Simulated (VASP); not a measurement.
Ag:

```
Ag
1.0
     1.46316    0.84476    7.15630
    -1.46316    0.84476    7.15630
     0.00000   -1.68951    7.15630
Ag
3
Cartesian
  0.0000 0.0000 4.7721
  0.0000 0.0000 16.6968
  0.0000 0.0000 0.0000
```

Base run:

* Program: VASP 6.6.1
* Functional: PBE
* Potentials or basis: VASP PAW PBE potentials, release 64 (Ag)
* Cutoff: 520 eV
* k mesh: 10 × 10 × 10
* Occupations: fermi-dirac, width 0.05 eV
* Spin: no spin polarisation

Its results: band gap on the k mesh zero (an odd number of electrons rules out a gap without spin polarisation); pressure 1.1 GPa.

**Question.** The run is repeated on the same cell with these changes: functional from PBE to LDA; potentials or basis from VASP PAW PBE potentials, release 64 (Ag) to VASP PAW LDA potentials, release 64 (Ag). What comes out?

**Answer.** Band gap on the k mesh zero (an odd number of electrons rules out a gap without spin polarisation); pressure -9.9 GPa.

Caveats: the cell stands under tension (at least some runs).
